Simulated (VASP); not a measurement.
# O (R-3m) in VASP: further runs, part 2 of 2

VASP 6.6.1. Earlier steps stand in the parts before.

## 3. Single point, LDA

This run uses another cell than the first one, of 17.41 Å³/atom.

Contents of INCAR:

```
  PREC = Accurate
  ENCUT = 520
  EDIFF = 1E-6
  ISMEAR = 0
  SIGMA = 0.05
  LREAL = F
  LASPH = T
  NELM = 60
  ALGO = Normal
  ISIF = 2
  LWAVE = F
  LCHARG = F
  GGA = CA
  NBANDS = 13
```

Contents of KPOINTS:

```
regular mesh
0
Gamma
  9 9 9
```

Contents of POSCAR:

```
O
1.0
    1.6523106988      0.9539620267      3.6815609125
   -1.6523106988      0.9539620267      3.6815609125
    0.0000000000     -1.9079240534      3.6815609125
O
2
Direct
    0.0546147200      0.0546147200      0.0546147200
    0.9453852800      0.9453852800      0.9453852800
```

Potentials or basis: VASP PAW LDA potentials, release 64 (O).

Command:

```
> cat potpaw_LDA.64/O/POTCAR > POTCAR
> mpirun -np 1 vasp_std > vasp.out
```

OUTCAR:

```text
PREC = Accurate
   ENCUT = 520
   EDIFF = 1E-6
   ISMEAR = 0
   LREAL = F
   LASPH = T
   NELM = 60
   ISIF = 2
   GGA = CA

 ion  position               nearest neighbor table
   1  0.055  0.055  0.055-   2 1.21
   2  0.945  0.945  0.945-   1 1.21

  LATTYP: Found a trigonal (rhomboedric) cell.
 ALAT       =     4.1465726747
 COS(alpha) =     0.6824333683

  Lattice vectors:

 A1 = (   1.6523106988,   0.9539620267,   3.6815609125)
 A2 = (  -1.6523106988,   0.9539620267,   3.6815609125)
 A3 = (   0.0000000000,  -1.9079240534,   3.6815609125)

Analysis of symmetry for initial positions (statically):
=====================================================================
 Subroutine PRICEL returns:
 Original cell was already a primitive cell.

 Routine SETGRP: Setting up the symmetry group for a
 trigonal (rhombohedral) supercell.

 Subroutine GETGRP returns: Found 12 space group operations
 (whereof 12 operations were pure point group operations)
 out of a pool of 12 trial point group operations.

The static configuration has the point symmetry D_3d.

Analysis of symmetry for dynamics (positions and initial velocities):
=====================================================================
 Subroutine PRICEL returns:
 Original cell was already a primitive cell.

 Routine SETGRP: Setting up the symmetry group for a
 trigonal (rhombohedral) supercell.

 Subroutine GETGRP returns: Found 12 space group operations
 (whereof 12 operations were pure point group operations)
 out of a pool of 12 trial point group operations.

The dynamic configuration has the point symmetry D_3d.

 Subroutine INISYM returns: Found 12 space group operations
 (whereof 12 operations are pure point group operations),
 and found     1 'primitive' translations

----------------------------------------------------------------------------------------

                                     Primitive cell

  volume of cell :      34.8182

  direct lattice vectors                    reciprocal lattice vectors
     1.652310699  0.953962027  3.681560913     0.302606526  0.174709959  0.090541306
    -1.652310699  0.953962027  3.681560913    -0.302606526  0.174709959  0.090541306
     0.000000000 -1.907924053  3.681560913     0.000000000 -0.349419918  0.090541306

  length of vectors
     4.146572675  4.146572675  4.146572675     0.360959842  0.360959842  0.360959842

  position of ions in fractional coordinates (direct lattice)
     0.054614720  0.054614720  0.054614720
     0.945385280  0.945385280  0.945385280

  ion indices of the primitive-cell ions
   primitive index   ion index
                 1           1
                 2           2

----------------------------------------------------------------------------------------

 KPOINTS: regular mesh

Automatic generation of k-mesh.
 Grid dimensions read from file:
 generate k-points for:    9    9    9

 Generating k-lattice:

  Cartesian coordinates                     Fractional coordinates (reciprocal lattice)
     0.033622947  0.019412218  0.010060145     0.111111111 -0.000000000  0.000000000
    -0.033622947  0.019412218  0.010060145    -0.000000000  0.111111111  0.000000000
     0.000000000 -0.038824435  0.010060145     0.000000000  0.000000000  0.111111111

  Length of vectors
     0.040106649  0.040106649  0.040106649

  Shift w.r.t. Gamma in fractional coordinates (k-lattice)
     0.000000000  0.000000000  0.000000000

 Subroutine IBZKPT returns following result:
 ===========================================

 Found     85 irreducible k-points:

 Following reciprocal coordinates:
            Coordinates               Weight
  0.000000  0.000000  0.000000      1.000000
  0.111111 -0.000000  0.000000      6.000000
  0.222222  0.000000  0.000000      6.000000
  0.333333 -0.000000  0.000000      6.000000
  0.444444  0.000000  0.000000      6.000000
  0.111111  0.111111  0.000000      6.000000
[... 16 lines left out ...]
 -0.333333  0.333333  0.000000      6.000000
  0.444444  0.444444  0.000000      6.000000
 [... further k-points ...]
   k-points           NKPTS =     85   k-points in BZ     NKDIM =     85   number of bands    NBANDS=     13
   number of dos      NEDOS =    301   number of ions     NIONS =      2
   total plane-waves  NPLWV =  32768
   dimension x,y,z NGX =    32 NGY =   32 NGZ =   32
   dimension x,y,z NGXF=    64 NGYF=   64 NGZF=   64
   ions per type =               2
   NGX,Y,Z   is equivalent  to a cutoff of  12.83, 12.83, 12.83 a.u.
   NGXF,Y,Z  is equivalent  to a cutoff of  25.66, 25.66, 25.66 a.u.
 SYSTEM =  unknown system
   PREC   = accura    normal or accurate (medium, high low for compatibility)
   ISTART =      0    job   : 0-new  1-cont  2-samecut
   ICHARG =      2    charge: 1-file 2-atom 10-const
   ISPIN  =      1    spin polarized calculation?
   LNONCOLLINEAR =      F non collinear calculations
   LSORBIT =      F    spin-orbit coupling
   LASPH  =      T    aspherical Exc in radial PAW
   ENCUT  =  520.0 eV  38.22 Ry    6.18 a.u.   7.71  7.71  7.71*2*pi/ulx,y,z
   NELM   =     60;   NELMIN=  2; NELMDL= -5     # of ELM steps
   EDIFF  = 0.1E-05   stopping-criterion for ELM
   LREAL  =      F    real-space projection
   EDIFFG = 0.1E-04   stopping-criterion for IOM
   NSW    =      0    number of steps for IOM
   IBRION =     -1    ionic relax: 0-MD 1-quasi-New 2-CG
   NFREE  =      0    steps in history (QN), initial steepest desc. (CG)
   ISIF   =      2    stress and relaxation
   ISYM   =      2    0-nonsym 1-usesym 2-fastsym
   POTIM  = 0.5000    time-step for ionic-motion
   TEBEG  =    0.0;   TEEND  =   0.0 temperature during run
   PSTRESS=    0.0 pullay stress
   NELECT =      12.0000    total number of electrons
   NUPDOWN=      -1.0000    fix difference up-down
   EMIN   =  10.00;   EMAX   =-10.00  energy-range for DOS
   EFERMI =   0.00;   METHOD = LEGACY
   ISMEAR =     0;   SIGMA  =   0.05  broadening in eV -4-tet -1-fermi 0-gaus
   EFERMI_NEDOS =   21; number of points for ismear=-14 and -15
   IALGO  =     38    algorithm
   IMIX   =      4    mixing-type and parameters
     AMIX     =   0.40;   BMIX     =  1.00
     AMIX_MAG =   1.60;   BMIX_MAG =  1.00
  volume/ion in A,a.u.               =      17.41       117.48
  Fermi-wavevector in a.u.,A,eV,Ry     =   1.147801  2.169029 17.924954  1.317447
  Thomas-Fermi vector in A             =   2.284479
   LORBIT       =      0    0 simple, 1 ext, 2 COOP (PROOUT), +10 PAW based schemes
   GGA     = CA    functional components
   LHFCALC =     F    Hartree Fock is set to
   AEXX    =    0.0000 exact exchange contribution
   IVDW    =     0    specifies the selected vdW correction
   LEPSILON=     F    determine dielectric tensor
   LRPA    =     F    only Hartree local field effects (RPA)
 non-spin polarized calculation
 Gauss-broadening in eV      SIGMA  =   0.05
  energy-cutoff  :      520.00
  volume of cell :       34.82
 maximum number of plane-waves:       955
   NGX = 15   NGY = 15   NGZ = 15

 number of electron      12.0000005 magnetization

 Free energy of the ion-electron system (eV)
  ---------------------------------------------------
  ext. energy  EPLUGINS =         0.00000000
  ---------------------------------------------------
  free energy    TOTEN  =       -10.07356977 eV

  energy without entropy =      -10.06761374  energy(sigma->0) =      -10.07059176

 E-fermi :  -2.0690     XC(G=0):  -8.0721

 val. band max:       -2.0750479599   @ k =  -0.3333   0.3333   0.1111
 cond. band min:      -2.0674924884   @ k =   0.2222   0.0000   0.0000
 fundamental gap:      0.0075554714
 Fermi energy:        -2.0690171996

 k-point     1 :       0.0000    0.0000    0.0000
  band No.  band energies     occupation
      1     -28.8813      2.00000
      2     -15.4665      2.00000
      3     -10.0884      2.00000
      4      -8.6674      2.00000
      5      -8.6674      2.00000
      6      -1.8373      0.00000
      7      -1.8373      0.00000
      8       4.0348      0.00000
      9       8.5259      0.00000
     10      10.9359      0.00000
     11      13.4506      0.00000
     12      15.6553      0.00000
     13      15.6553      0.00000
[... 353 lines left out ...]
 k-point    24 :       0.4444    0.4444    0.0000
  band No.  band energies     occupation
      1     -28.7736      2.00000
      2     -15.6243      2.00000
      3      -9.5896      2.00000
      4      -9.1419      2.00000
      5      -8.9449      2.00000
      6      -2.6996      2.00000
      7      -1.7414      0.00000
      8       6.5621      0.00000
      9       8.0156      0.00000
     10       9.9386      0.00000
     11      10.3904      0.00000
     12      13.3667      0.00000
     13      15.7868      0.00000

 [... further k-points ...]
[... 5 lines left out ...]
  --------------------------------------------------------------------------------------
  -------------------------------------------------------------------------------------
  Total       -1.3706219     -1.3706219      0.8971689      0.0000000      0.0000000     -0.0000000
  in kB      -63.0699073    -63.0699073     41.2837127      0.0000000      0.0000000     -0.0000000
  external PRESSURE =     -28.2853673 kB  Pullay stress =       0.0000000 kB

 VOLUME and BASIS-vectors are now :
 -----------------------------------------------------------------------------
  energy-cutoff  :      520.00
  volume of cell :       34.82
      direct lattice vectors                 reciprocal lattice vectors
     1.652310699  0.953962027  3.681560913     0.302606526  0.174709959  0.090541306
    -1.652310699  0.953962027  3.681560913    -0.302606526  0.174709959  0.090541306
     0.000000000 -1.907924053  3.681560913     0.000000000 -0.349419918  0.090541306

 POSITION                                       TOTAL-FORCE (eV/Angst)
 -----------------------------------------------------------------------------------
      0.00000      0.00000      0.60320         0.000000      0.000000      1.179698
      0.00000      0.00000     10.44148         0.000000      0.000000     -1.179698
 -----------------------------------------------------------------------------------
    total drift:                               -0.000000     -0.000000      0.000000

  FREE ENERGIE OF THE ION-ELECTRON SYSTEM (eV)
  ---------------------------------------------------
  free  energy   TOTEN  =       -10.0735697701 eV

  energy  without entropy=      -10.0676137429  energy(sigma->0) =      -10.07059176
```

OSZICAR:

```text
N       E                     dE             d eps       ncg     rms          rms(c)
DAV:   1     0.383817351449E+02    0.38382E+02   -0.58159E+03  2250   0.809E+02
DAV:   2    -0.866160452342E+01   -0.47043E+02   -0.45478E+02  2934   0.173E+02
DAV:   3    -0.103845170609E+02   -0.17229E+01   -0.16744E+01  2515   0.308E+01
DAV:   4    -0.103915572217E+02   -0.70402E-02   -0.70386E-02  2525   0.233E+00
DAV:   5    -0.103915914618E+02   -0.34240E-04   -0.34240E-04  2606   0.155E-01    0.440E+00
DAV:   6    -0.101361148747E+02    0.25548E+00   -0.20059E-01  2575   0.415E+00    0.230E+00
DAV:   7    -0.100721733719E+02    0.63942E-01   -0.18072E-01  2640   0.385E+00    0.444E-01
DAV:   8    -0.100735743950E+02   -0.14010E-02   -0.17779E-02  2230   0.103E+00    0.811E-02
DAV:   9    -0.100735676970E+02    0.66980E-05   -0.12411E-04  2640   0.101E-01    0.253E-02
DAV:  10    -0.100735690800E+02   -0.13830E-05   -0.16631E-05  2345   0.359E-02    0.805E-03
DAV:  11    -0.100735701769E+02   -0.10969E-05   -0.43556E-06  2430   0.165E-02    0.529E-03
DAV:  12    -0.100735697701E+02    0.40682E-06   -0.58750E-07  1160   0.741E-03
   1 F= -.10073570E+02 E0= -.10070592E+02  d E =-.595603E-02
```

Run time: 11 s. Hardware: 1 thread of Intel Xeon 6975P-C (Granite Rapids), shared host; peak memory 0.16 GiB.

What came out:

```
Free energy            : -10.0736 eV
Pressure               : -2.8 GPa
Largest force          : 1.180 eV/Å
Band gap on the k mesh : zero (bands 6 and 7 overlap by 0.56 eV)
```

Forces in eV/Å, atoms in the order of the input:
```
O    0.000  0.000  1.180
O    0.000  0.000 -1.180
```

Caveat: the standard files for N, O and F lose accuracy on very short bonds; spin is off for a triplet molecule; forces of over 1 eV/Å act on the atoms, so gaps and moduli don't describe the material at rest.

## 4. Single point, LDA

This run uses another cell than the first one, of 17.77 Å³/atom.

Contents of INCAR:

```
SYSTEM = O
  ALGO = Normal
  EDIFF = 1E-6
  ENCUT = 520
  ISIF = 2
  ISMEAR = 0
  LASPH = .TRUE.
  LCHARG = .FALSE.
  LREAL = .FALSE.
  LWAVE = .FALSE.
  NBANDS = 13
  NELM = 100
  PREC = Accurate
  SIGMA = 0.05
```

Contents of KPOINTS:

```
k-points
0
G
  9 9 9
  0 0 0
```

Contents of POSCAR:

```
O
1.0
    1.6637063051      0.9605412831      3.7069517901
   -1.6637063051      0.9605412831      3.7069517901
    0.0000000000     -1.9210825661      3.7069517901
O
2
Direct
    0.0546147200      0.0546147200      0.0546147200
    0.9453852800      0.9453852800      0.9453852800
```

Potentials or basis: VASP PAW LDA potentials, release 64 (O).

Command:

```
> cat potpaw_LDA.64/O/POTCAR > POTCAR
> mpirun -np 1 vasp_std > vasp.out
```

OUTCAR:

```text
SYSTEM = O
   EDIFF = 1E-6
   ENCUT = 520
   ISIF = 2
   ISMEAR = 0
   LASPH = .TRUE.
   LREAL = .FALSE.
   NELM = 100
   PREC = Accurate

 ion  position               nearest neighbor table
   1  0.055  0.055  0.055-   2 1.21
   2  0.945  0.945  0.945-   1 1.21

  LATTYP: Found a trigonal (rhomboedric) cell.
 ALAT       =     4.1751706313
 COS(alpha) =     0.6824333683

  Lattice vectors:

 A1 = (   1.6637063051,   0.9605412831,   3.7069517901)
 A2 = (  -1.6637063051,   0.9605412831,   3.7069517901)
 A3 = (   0.0000000000,  -1.9210825661,   3.7069517901)

Analysis of symmetry for initial positions (statically):
=====================================================================
 Subroutine PRICEL returns:
 Original cell was already a primitive cell.

 Routine SETGRP: Setting up the symmetry group for a
 trigonal (rhombohedral) supercell.

 Subroutine GETGRP returns: Found 12 space group operations
 (whereof 12 operations were pure point group operations)
 out of a pool of 12 trial point group operations.

The static configuration has the point symmetry D_3d.

Analysis of symmetry for dynamics (positions and initial velocities):
=====================================================================
 Subroutine PRICEL returns:
 Original cell was already a primitive cell.

 Routine SETGRP: Setting up the symmetry group for a
 trigonal (rhombohedral) supercell.

 Subroutine GETGRP returns: Found 12 space group operations
 (whereof 12 operations were pure point group operations)
 out of a pool of 12 trial point group operations.

The dynamic configuration has the point symmetry D_3d.

 Subroutine INISYM returns: Found 12 space group operations
 (whereof 12 operations are pure point group operations),
 and found     1 'primitive' translations

----------------------------------------------------------------------------------------

[... 114 lines left out ...]
  Fermi-wavevector in a.u.,A,eV,Ry     =   1.139939  2.154172 17.680240  1.299461
  Thomas-Fermi vector in A             =   2.276642
   LORBIT       =      0    0 simple, 1 ext, 2 COOP (PROOUT), +10 PAW based schemes
   GGA     = CA    functional components
   LHFCALC =     F    Hartree Fock is set to
   AEXX    =    0.0000 exact exchange contribution
   IVDW    =     0    specifies the selected vdW correction
   LEPSILON=     F    determine dielectric tensor
   LRPA    =     F    only Hartree local field effects (RPA)
 non-spin polarized calculation
 Gauss-broadening in eV      SIGMA  =   0.05
  energy-cutoff  :      520.00
  volume of cell :       35.54
 maximum number of plane-waves:       971
   NGX = 15   NGY = 15   NGZ = 15

 number of electron      12.0000000 magnetization

 Free energy of the ion-electron system (eV)
  ---------------------------------------------------
  ext. energy  EPLUGINS =         0.00000000
  ---------------------------------------------------
  free energy    TOTEN  =       -10.05955894 eV

  energy without entropy =      -10.05337410  energy(sigma->0) =      -10.05646652

 E-fermi :  -2.2167     XC(G=0):  -7.9836

 val. band max:       -2.2219670570   @ k =  -0.3333   0.3333   0.1111
 cond. band min:      -2.2147432575   @ k =   0.2222   0.0000   0.0000
 fundamental gap:      0.0072237995
 Fermi energy:        -2.2167413899

 k-point     1 :       0.0000    0.0000    0.0000
  band No.  band energies     occupation
      1     -28.7673      2.00000
      2     -15.6207      2.00000
      3     -10.1177      2.00000
      4      -8.6822      2.00000
      5      -8.6822      2.00000
      6      -1.9944      0.00000
      7      -1.9944      0.00000
      8       3.8775      0.00000
      9       8.1453      0.00000
     10      10.7521      0.00000
     11      13.1692      0.00000
     12      15.4409      0.00000
     13      15.4409      0.00000
[... 354 lines left out ...]
  band No.  band energies     occupation
      1     -28.6643      2.00000
      2     -15.7691      2.00000
      3      -9.5784      2.00000
      4      -9.2099      2.00000
      5      -8.9510      2.00000
      6      -2.8204      2.00000
      7      -1.9022      0.00000
      8       6.2941      0.00000
      9       7.8269      0.00000
     10       9.7024      0.00000
     11      10.1836      0.00000
     12      13.0837      0.00000
     13      15.5292      0.00000

 [... further k-points ...]
[... 5 lines left out ...]
  --------------------------------------------------------------------------------------
  -------------------------------------------------------------------------------------
  Total       -1.3398748     -1.3398748      0.0729614      0.0000000      0.0000000      0.0000000
  in kB      -60.3967995    -60.3967994      3.2888416      0.0000000      0.0000000      0.0000000
  external PRESSURE =     -39.1682524 kB  Pullay stress =       0.0000000 kB

 VOLUME and BASIS-vectors are now :
 -----------------------------------------------------------------------------
  energy-cutoff  :      520.00
  volume of cell :       35.54
      direct lattice vectors                 reciprocal lattice vectors
     1.663706305  0.960541283  3.706951790     0.300533813  0.173513278  0.089921141
    -1.663706305  0.960541283  3.706951790    -0.300533813  0.173513278  0.089921141
     0.000000000 -1.921082566  3.706951790     0.000000000 -0.347026556  0.089921141

 POSITION                                       TOTAL-FORCE (eV/Angst)
 -----------------------------------------------------------------------------------
      0.00000      0.00000      0.60736         0.000000      0.000000      0.497252
      0.00000      0.00000     10.51349         0.000000     -0.000000     -0.497252
 -----------------------------------------------------------------------------------
    total drift:                               -0.000000     -0.000000      0.000000

  FREE ENERGIE OF THE ION-ELECTRON SYSTEM (eV)
  ---------------------------------------------------
  free  energy   TOTEN  =       -10.0595589393 eV

  energy  without entropy=      -10.0533740969  energy(sigma->0) =      -10.05646652
```

stdout:

```text
POSCAR found type information on POSCAR O
 POSCAR found :  1 types and       2 ions
 scaLAPACK will be used
 LDA part: xc-table for (Slater(with rela. corr.)+CA(PZ))
 , standard interpolation
 POSCAR, INCAR and KPOINTS ok, starting setup
 FFT: planning ... GRIDC
 FFT: planning ... GRID_SOFT
 FFT: planning ... GRID
 WAVECAR not read
 entering main loop
```

It took 11 s on 1 thread of Intel Xeon 6975P-C (Granite Rapids), shared host; peak memory 0.15 GiB.

Results:

* Free energy: -10.0596 eV
* Pressure: -3.9 GPa
* Largest force: 0.497 eV/Å
* Band gap on the k mesh: zero (bands 6 and 7 overlap by 0.54 eV)

Forces in eV/Å, atoms in the order of the input:
```
O    0.000  0.000  0.497
O    0.000  0.000 -0.497
```

Levels at points of the mesh, in eV from the Fermi level:
| k point | band 3 | band 4 | band 5 | band 6 | band 7 | band 8 | band 9 | band 10 |
| --- | --- | --- | --- | --- | --- | --- | --- | --- |
| (0.00, 0.00, 0.00) | -7.90 | -6.47 | -6.47 | 0.22 | 0.22 | 6.09 | 10.36 | 12.97 |

Caveat: the standard files for N, O and F lose accuracy on very short bonds; spin is off for a triplet molecule; the cell stands under tension.

## 5. Summary

```csv
cell,gap on the mesh (eV),pressure (GPa),largest force (eV/Å)
"a = 4.118 Å, angles 47.0°, 2 atoms",none,-1.6,1.92
"a = 4.147 Å, angles 47.0°, 2 atoms",none,-2.8,1.18
"a = 4.175 Å, angles 47.0°, 2 atoms",none,-3.9,0.50
```

Alike in all rows: task single point; level LDA; potentials or basis VASP PAW LDA potentials, release 64 (O); no spin polarisation; k mesh 9 × 9 × 9; cutoff (eV) 520; smearing gaussian 0.05 eV.

Caveats: the standard files for N, O and F lose accuracy on very short bonds; spin is off for a triplet molecule; forces of over 1 eV/Å act on the atoms, so gaps and moduli don't describe the material at rest (at least some runs); the cell stands under tension (at least some runs).

Total energies depend on the potentials used, so only differences within one code and one set of settings carry meaning.
